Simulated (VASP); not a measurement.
# Cd (Im-3m) in VASP: further runs

The runs below take Cd through single point, with PBE.

Program: VASP 6.6.1. These are calculated values, not measurements. Logs are shortened: lines on timing, memory, paths and dates and some standing lists are left out, and cuts for length are marked.

### 1 The cell of the first run

The structure is cubic, space group Im-3m (No. 229). Conventional cell: a = 3.579 Å, b = 3.579 Å, c = 3.579 Å, α = 90.00°, β = 90.00°, γ = 90.00°. Cd (site symmetry m-3m) has 14 Cd at 3.10 to 3.58 Å within 4.1 Å.

This isn't the form of Cd at room conditions, which is hcp.

### 2 Single point, PBE (22.91 Å³/atom)

INCAR

```
SYSTEM = Cd
  PREC = Accurate
  ENCUT = 520
  EDIFF = 1E-6
  ISMEAR = 0
  SIGMA = 0.05
  LREAL = .False.
  LASPH = .True.
  NELM = 100
  ALGO = Normal
  ISIF = 2
  LWAVE = .False.
  LCHARG = .False.
  GGA = PE
  NBANDS = 12
```

KPOINTS

```
Automatic mesh
0
Gamma
  8 8 8
  0 0 0
```

POSCAR

```
Cd
1.0
   -1.7893004768      1.7893004768      1.7893004768
    1.7893004768     -1.7893004768      1.7893004768
    1.7893004768      1.7893004768     -1.7893004768
Cd
1
Direct
    0.0000000000      0.0000000000      0.0000000000
```

Potentials or basis: VASP PAW PBE potentials, release 64 (Cd).

Command:

```sh
$ cat potpaw_PBE.64/Cd/POTCAR > POTCAR
$ mpirun -np 1 vasp_std > vasp.out
```

OUTCAR:

```text
SYSTEM = Cd
   PREC = Accurate
   ENCUT = 520
   EDIFF = 1E-6
   ISMEAR = 0
   LREAL = .False.
   LASPH = .True.
   NELM = 100
   ISIF = 2
   GGA = PE

 ion  position               nearest neighbor table
   1  0.000  0.000  0.000-

  LATTYP: Found a body centered cubic cell.
 ALAT       =     3.5786009536

  Lattice vectors:

 A1 = (  -1.7893004768,   1.7893004768,   1.7893004768)
 A2 = (   1.7893004768,  -1.7893004768,   1.7893004768)
 A3 = (   1.7893004768,   1.7893004768,  -1.7893004768)

Analysis of symmetry for initial positions (statically):
=====================================================================
 Subroutine PRICEL returns:
 Original cell was already a primitive cell.

 Routine SETGRP: Setting up the symmetry group for a
 body centered cubic supercell.

 Subroutine GETGRP returns: Found 48 space group operations
 (whereof 48 operations were pure point group operations)
 out of a pool of 48 trial point group operations.

The static configuration has the point symmetry O_h .

Analysis of symmetry for dynamics (positions and initial velocities):
=====================================================================
 Subroutine PRICEL returns:
 Original cell was already a primitive cell.

 Routine SETGRP: Setting up the symmetry group for a
 body centered cubic supercell.

 Subroutine GETGRP returns: Found 48 space group operations
 (whereof 48 operations were pure point group operations)
 out of a pool of 48 trial point group operations.

The dynamic configuration has the point symmetry O_h .

 Subroutine INISYM returns: Found 48 space group operations
 (whereof 48 operations are pure point group operations),
 and found     1 'primitive' translations

----------------------------------------------------------------------------------------

                                     Primitive cell

  volume of cell :      22.9145

  direct lattice vectors                    reciprocal lattice vectors
    -1.789300477  1.789300477  1.789300477     0.000000000  0.279438812  0.279438812
     1.789300477 -1.789300477  1.789300477     0.279438812  0.000000000  0.279438812
     1.789300477  1.789300477 -1.789300477     0.279438812  0.279438812  0.000000000

  length of vectors
     3.099159336  3.099159336  3.099159336     0.395186158  0.395186158  0.395186158

  position of ions in fractional coordinates (direct lattice)
     0.000000000  0.000000000  0.000000000

  ion indices of the primitive-cell ions
   primitive index   ion index
                 1           1

----------------------------------------------------------------------------------------

 KPOINTS: Automatic mesh

Automatic generation of k-mesh.
 Grid dimensions read from file:
 generate k-points for:    8    8    8

 Generating k-lattice:

  Cartesian coordinates                     Fractional coordinates (reciprocal lattice)
     0.000000000  0.034929852  0.034929852     0.125000000  0.000000000  0.000000000
     0.034929852  0.000000000  0.034929852     0.000000000  0.125000000  0.000000000
     0.034929852  0.034929852  0.000000000     0.000000000  0.000000000  0.125000000

  Length of vectors
     0.049398270  0.049398270  0.049398270

  Shift w.r.t. Gamma in fractional coordinates (k-lattice)
     0.000000000  0.000000000  0.000000000

 Subroutine IBZKPT returns following result:
 ===========================================

 Found     29 irreducible k-points:

 Following reciprocal coordinates:
            Coordinates               Weight
  0.000000  0.000000  0.000000      1.000000
  0.125000  0.000000  0.000000     12.000000
  0.250000  0.000000  0.000000     12.000000
  0.375000  0.000000  0.000000     12.000000
  0.500000  0.000000  0.000000      6.000000
  0.125000  0.125000  0.000000     24.000000
[... 16 lines left out ...]
 -0.250000  0.250000  0.250000      6.000000
 -0.375000  0.375000  0.250000     24.000000
 [... further k-points ...]
   k-points           NKPTS =     29   k-points in BZ     NKDIM =     29   number of bands    NBANDS=     12
   number of dos      NEDOS =    301   number of ions     NIONS =      1
   total plane-waves  NPLWV =  13824
   dimension x,y,z NGX =    24 NGY =   24 NGZ =   24
   dimension x,y,z NGXF=    48 NGYF=   48 NGZF=   48
   ions per type =               1
   NGX,Y,Z   is equivalent  to a cutoff of  12.87, 12.87, 12.87 a.u.
   NGXF,Y,Z  is equivalent  to a cutoff of  25.75, 25.75, 25.75 a.u.
 SYSTEM =  Cd
   PREC   = accura    normal or accurate (medium, high low for compatibility)
   ISTART =      0    job   : 0-new  1-cont  2-samecut
   ICHARG =      2    charge: 1-file 2-atom 10-const
   ISPIN  =      1    spin polarized calculation?
   LNONCOLLINEAR =      F non collinear calculations
   LSORBIT =      F    spin-orbit coupling
   LASPH  =      T    aspherical Exc in radial PAW
   ENCUT  =  520.0 eV  38.22 Ry    6.18 a.u.   5.76  5.76  5.76*2*pi/ulx,y,z
   NELM   =    100;   NELMIN=  2; NELMDL= -5     # of ELM steps
   EDIFF  = 0.1E-05   stopping-criterion for ELM
   LREAL  =      F    real-space projection
   EDIFFG = 0.1E-04   stopping-criterion for IOM
   NSW    =      0    number of steps for IOM
   IBRION =     -1    ionic relax: 0-MD 1-quasi-New 2-CG
   NFREE  =      0    steps in history (QN), initial steepest desc. (CG)
   ISIF   =      2    stress and relaxation
   ISYM   =      2    0-nonsym 1-usesym 2-fastsym
   POTIM  = 0.5000    time-step for ionic-motion
   TEBEG  =    0.0;   TEEND  =   0.0 temperature during run
   PSTRESS=    0.0 pullay stress
   NELECT =      12.0000    total number of electrons
   NUPDOWN=      -1.0000    fix difference up-down
   EMIN   =  10.00;   EMAX   =-10.00  energy-range for DOS
   EFERMI =   0.00;   METHOD = LEGACY
   ISMEAR =     0;   SIGMA  =   0.05  broadening in eV -4-tet -1-fermi 0-gaus
   EFERMI_NEDOS =   21; number of points for ismear=-14 and -15
   IALGO  =     38    algorithm
   IMIX   =      4    mixing-type and parameters
     AMIX     =   0.40;   BMIX     =  1.00
     AMIX_MAG =   1.60;   BMIX_MAG =  1.00
  volume/ion in A,a.u.               =      22.91       154.63
  Fermi-wavevector in a.u.,A,eV,Ry     =   1.319569  2.493623 23.691298  1.741261
  Thomas-Fermi vector in A             =   2.449457
   LORBIT       =      0    0 simple, 1 ext, 2 COOP (PROOUT), +10 PAW based schemes
   GGA     = PE    functional components
   LHFCALC =     F    Hartree Fock is set to
   AEXX    =    0.0000 exact exchange contribution
   IVDW    =     0    specifies the selected vdW correction
   LEPSILON=     F    determine dielectric tensor
   LRPA    =     F    only Hartree local field effects (RPA)
 non-spin polarized calculation
 Gauss-broadening in eV      SIGMA  =   0.05
  energy-cutoff  :      520.00
  volume of cell :       22.91
 maximum number of plane-waves:       630
   NGX = 11   NGY = 11   NGZ = 11

 number of electron      12.0000008 magnetization

 Free energy of the ion-electron system (eV)
  ---------------------------------------------------
  ext. energy  EPLUGINS =         0.00000000
  ---------------------------------------------------
  free energy    TOTEN  =        -0.66718055 eV

  energy without entropy =       -0.66516736  energy(sigma->0) =       -0.66617395

 E-fermi :   2.3629     XC(G=0): -10.7360

 val. band max:        2.3263035708   @ k =   0.3750   0.2500   0.0000
 cond. band min:       2.3756576361   @ k =   0.3750   0.2500   0.0000
 fundamental gap:      0.0493540653
 Fermi energy:         2.3628731491

 k-point     1 :       0.0000    0.0000    0.0000
  band No.  band energies     occupation
      1      -6.6003      2.00000
      2      -6.6003      2.00000
      3      -6.6003      2.00000
      4      -6.0110      2.00000
      5      -6.0110      2.00000
      6      -5.9349      2.00000
      7      17.8623      0.00000
      8      17.8623      0.00000
      9      17.8623      0.00000
     10      18.2891      0.00000
     11      18.2891      0.00000
     12      18.2891      0.00000

 k-point     2 :       0.1250    0.0000    0.0000
  band No.  band energies     occupation
      1      -6.6445      2.00000
      2      -6.5997      2.00000
      3      -6.4682      2.00000
      4      -6.0587      2.00000
      5      -6.0092      2.00000
      6      -5.5043      2.00000
      7      14.1693      0.00000
      8      16.3027      0.00000
      9      16.4317      0.00000
     10      17.3200      0.00000
     11      17.5059      0.00000
     12      18.5126      0.00000

 k-point     3 :       0.2500    0.0000    0.0000
  band No.  band energies     occupation
      1      -6.7497      2.00000
      2      -6.7066      2.00000
      3      -6.1332      2.00000
      4      -6.0988      2.00000
      5      -6.0027      2.00000
      6      -4.1719      2.00000
      7       9.2853      0.00000
      8      14.0085      0.00000
      9      14.2288      0.00000
     10      16.5450      0.00000
     11      16.8300      0.00000
     12      19.9642      0.00000
[... 286 lines left out ...]
 k-point    23 :      -0.2500    0.2500    0.2500
  band No.  band energies     occupation
      1      -6.5164      2.00000
      2      -6.3255      2.00000
      3      -6.3229      2.00000
      4      -6.3229      2.00000
      5      -6.1592      2.00000
      6      -2.4046      2.00000
      7      10.1250      0.00000
      8      10.1250      0.00000
      9      10.9248      0.00000
     10      12.2590      0.00000
     11      21.9640      0.00000
     12      21.9640      0.00000

 k-point    24 :      -0.3750    0.3750    0.2500
  band No.  band energies     occupation
      1      -6.7126      2.00000
      2      -6.5236      2.00000
      3      -6.3256      2.00000
      4      -6.1427      2.00000
      5      -5.8326      2.00000
      6      -0.2693      2.00000
      7       6.3141      0.00000
      8       8.6297      0.00000
      9      10.6727      0.00000
     10      13.0961      0.00000
     11      18.8922      0.00000
     12      21.5795      0.00000

 [... further k-points ...]
[... 5 lines left out ...]
  --------------------------------------------------------------------------------------
  -------------------------------------------------------------------------------------
  Total        0.0887909      0.0887909      0.0887909      0.0000000     -0.0000000      0.0000000
  in kB        6.2082504      6.2082504      6.2082504      0.0000000     -0.0000000      0.0000000
  external PRESSURE =       6.2082504 kB  Pullay stress =       0.0000000 kB

 VOLUME and BASIS-vectors are now :
 -----------------------------------------------------------------------------
  energy-cutoff  :      520.00
  volume of cell :       22.91
      direct lattice vectors                 reciprocal lattice vectors
    -1.789300477  1.789300477  1.789300477     0.000000000  0.279438812  0.279438812
     1.789300477 -1.789300477  1.789300477     0.279438812  0.000000000  0.279438812
     1.789300477  1.789300477 -1.789300477     0.279438812  0.279438812  0.000000000

 POSITION                                       TOTAL-FORCE (eV/Angst)
 -----------------------------------------------------------------------------------
      0.00000      0.00000      0.00000        -0.000000      0.000000      0.000000
 -----------------------------------------------------------------------------------
    total drift:                               -0.000000      0.000000      0.000000

  FREE ENERGIE OF THE ION-ELECTRON SYSTEM (eV)
  ---------------------------------------------------
  free  energy   TOTEN  =        -0.6671805522 eV

  energy  without entropy=       -0.6651673550  energy(sigma->0) =       -0.66617395
```

Run time: 15 s. Hardware: 1 thread of AMD EPYC 7R43 (Zen 3), shared host; peak memory 0.1 GiB.

Results:

- Free energy: -0.6672 eV
- Pressure: 0.6 GPa
- Band gap on the k mesh: zero (bands 6 and 7 overlap by 4.39 eV)

Levels at points of the mesh, in eV from the Fermi level:
| k point | band 3 | band 4 | band 5 | band 6 | band 7 | band 8 | band 9 | band 10 |
| --- | --- | --- | --- | --- | --- | --- | --- | --- |
| (0.00, 0.00, 0.00) | -8.96 | -8.37 | -8.37 | -8.30 | 15.50 | 15.50 | 15.50 | 15.93 |
| (0.50, 0.00, 0.00) | -8.40 | -8.35 | -7.98 | -1.76 | -0.80 | 9.31 | 10.06 | 13.53 |
| (0.50, 0.50, 0.50) | -8.07 | -8.07 | -8.07 | 3.59 | 3.59 | 3.59 | 5.59 | 8.05 |

### 3 Single point, PBE (22.07 Å³/atom)

This run uses another cell than the first one, of 22.07 Å³/atom.

INCAR

```
SYSTEM = Cd
  ALGO = Normal
  EDIFF = 1E-6
  ENCUT = 520
  GGA = PE
  ISIF = 2
  ISMEAR = 0
  LASPH = .True.
  LCHARG = .False.
  LREAL = .False.
  LWAVE = .False.
  NBANDS = 12
  NELM = 100
  PREC = Accurate
  SIGMA = 0.05
```

KPOINTS

```
k-points
0
Gamma
  8 8 8
  0 0 0
```

POSCAR

```
Cd
1.0
   -1.7669164320      1.7669164320      1.7669164320
    1.7669164320     -1.7669164320      1.7669164320
    1.7669164320      1.7669164320     -1.7669164320
Cd
1
Direct
    0.0000000000      0.0000000000      0.0000000000
```

Potentials or basis: VASP PAW PBE potentials, release 64 (Cd).

Command:

```sh
$ cat potpaw_PBE.64/Cd/POTCAR > POTCAR
$ mpirun -np 1 vasp_std > vasp.out
```

OUTCAR:

```text
SYSTEM = Cd
   EDIFF = 1E-6
   ENCUT = 520
   GGA = PE
   ISIF = 2
   ISMEAR = 0
   LASPH = .True.
   LREAL = .False.
   NELM = 100
   PREC = Accurate

 ion  position               nearest neighbor table
   1  0.000  0.000  0.000-

  LATTYP: Found a body centered cubic cell.
 ALAT       =     3.5338328640

  Lattice vectors:

 A1 = (  -1.7669164320,   1.7669164320,   1.7669164320)
 A2 = (   1.7669164320,  -1.7669164320,   1.7669164320)
[... 530 lines left out ...]
      3      -6.1475      2.00000
      4      -5.9502      2.00000
      5      -5.6116      2.00000
      6      -0.0822      2.00000
      7       6.6892      0.00000
      8       9.0430      0.00000
      9      11.1726      0.00000
     10      13.5976      0.00000
     11      19.5572      0.00000
     12      22.2688      0.00000

 [... further k-points ...]
[... 5 lines left out ...]
  --------------------------------------------------------------------------------------
  -------------------------------------------------------------------------------------
  Total        0.3055104      0.3055104      0.3055104     -0.0000000      0.0000000     -0.0000000
  in kB       22.1834255     22.1834255     22.1834255     -0.0000000      0.0000000     -0.0000000
  external PRESSURE =      22.1834255 kB  Pullay stress =       0.0000000 kB

 VOLUME and BASIS-vectors are now :
 -----------------------------------------------------------------------------
  energy-cutoff  :      520.00
  volume of cell :       22.07
      direct lattice vectors                 reciprocal lattice vectors
    -1.766916432  1.766916432  1.766916432     0.000000000  0.282978861  0.282978861
     1.766916432 -1.766916432  1.766916432     0.282978861  0.000000000  0.282978861
     1.766916432  1.766916432 -1.766916432     0.282978861  0.282978861  0.000000000

 POSITION                                       TOTAL-FORCE (eV/Angst)
 -----------------------------------------------------------------------------------
      0.00000      0.00000      0.00000        -0.000000      0.000000      0.000000
 -----------------------------------------------------------------------------------
    total drift:                               -0.000000      0.000000      0.000000

  FREE ENERGIE OF THE ION-ELECTRON SYSTEM (eV)
  ---------------------------------------------------
  free  energy   TOTEN  =        -0.6603350972 eV

  energy  without entropy=       -0.6593840913  energy(sigma->0) =       -0.65985959
```

OSZICAR:

```text
N       E                     dE             d eps       ncg     rms          rms(c)
DAV:   1     0.675842333234E+02    0.67584E+02   -0.68569E+03   736   0.986E+02
DAV:   2     0.484183833806E+00   -0.67100E+02   -0.63463E+02   736   0.231E+02
DAV:   3    -0.704305059294E+00   -0.11885E+01   -0.11879E+01   856   0.349E+01
DAV:   4    -0.705770020202E+00   -0.14650E-02   -0.14649E-02   752   0.120E+00
DAV:   5    -0.705773441544E+00   -0.34213E-05   -0.34212E-05   828   0.593E-02    0.309E+00
DAV:   6    -0.662331635528E+00    0.43442E-01   -0.11698E-01   796   0.432E+00    0.247E+00
DAV:   7    -0.660142853120E+00    0.21888E-02   -0.11431E-02   772   0.111E+00    0.121E+00
DAV:   8    -0.660298026662E+00   -0.15517E-03   -0.14236E-03   732   0.521E-01    0.609E-02
DAV:   9    -0.660329225988E+00   -0.31199E-04   -0.11468E-05   820   0.345E-02    0.115E-02
DAV:  10    -0.660335173688E+00   -0.59477E-05   -0.47335E-06   728   0.237E-02    0.145E-03
DAV:  11    -0.660335097168E+00    0.76520E-07   -0.16983E-08   404   0.147E-03
   1 F= -.66033510E+00 E0= -.65985959E+00  d E =-.951006E-03
```

stdout:

```text
POSCAR found type information on POSCAR Cd
 POSCAR found :  1 types and       1 ions
 scaLAPACK will be used
 LDA part: xc-table for (Slater+PW92), standard interpolation
 POSCAR, INCAR and KPOINTS ok, starting setup
 FFT: planning ... GRIDC
 FFT: planning ... GRID_SOFT
 FFT: planning ... GRID
 WAVECAR not read
 entering main loop
```

Wall time 14 s (1 thread of AMD EPYC 7R43 (Zen 3), shared host); peak memory 0.1 GiB.

What came out:

- Free energy: -0.6603 eV
- Pressure: 2.2 GPa
- Band gap on the k mesh: zero (bands 6 and 7 overlap by 4.36 eV)

The gap in the log of VASP goes by the Fermi energy; the results here count the filled bands.